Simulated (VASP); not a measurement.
Set up this calculation in VASP 6.6.1, as the native input.

```
Task                   : relaxation of cell and atoms
Functional             : PBEsol
Potentials or basis    : VASP PAW PBE potentials, release 64 (Mg)
Cutoff                 : 600 eV
k mesh                 : 10 × 10 × 5
Occupations            : fermi-dirac, width 0.05 eV
Spin                   : no spin polarisation
Target pressure        : 2 GPa
Dipole correction      : no
Further INCAR settings : ALGO = Fast; EDIFF = 1e-07; IBRION = 2; EDIFFG = -0.01; NSW = 60; ISIF = 3
```

The structure of Mg lies in POSCAR:

```
Mg
1.0
    3.2093000000      0.0000000000      0.0000000000
   -1.6046500000      2.7793353284      0.0000000000
    0.0000000000      0.0000000000      5.2103000000
Mg
2
Direct
    0.6666666667      0.3333333333      0.7500000000
    0.3333333333      0.6666666667      0.2500000000
```

These files were run (other wordings do the same):

INCAR

```
SYSTEM = Mg
ALGO = Fast
EDIFF = 1E-7
EDIFFG = -0.01
ENCUT = 600
GGA = PS
IBRION = 2
ISIF = 3
ISMEAR = -1
LASPH = .True.
LCHARG = .False.
LREAL = .False.
LWAVE = .False.
NELM = 60
NSW = 60
PREC = Accurate
PSTRESS = 20.0
SIGMA = 0.05
```

KPOINTS

```
k-points
0
Gamma
  10 10 5
  0 0 0
```

Potentials or basis: VASP PAW PBE potentials, release 64 (Mg).

The run is started by

```sh
$ cat potpaw_PBE.64/Mg/POTCAR > POTCAR
$ mpirun -np 1 vasp_std > vasp.out
```

It gave:

```json
{
 "Relaxed volume": "21.50 Å³/atom",
 "Relaxed cell": "a = 3.099 Å, b = 3.099 Å, c = 5.170 Å, α = 90.00°, β = 90.00°, γ = 120.00°",
 "Space group after relaxing (to 0.1 Å)": "P6_3/mmc (No. 194)",
 "Energy change on relaxing (the run minimises the enthalpy)": "+1.4 meV/atom",
 "Ionic steps": "10",
 "Pressure after relaxing": "2.0 GPa",
 "Band gap on the k mesh": "zero (bands 2 and 3 overlap by 2.03 eV)"
}
```

Caveat: the cell is relaxed towards a set pressure, so the run minimises the enthalpy, not the energy; the PAW data sets were made with another functional, which shifts forces and pressure a little.

Wall time 93 s on 1 thread of Intel Xeon 8259CL, on a shared host, peak memory 0.19 GiB.
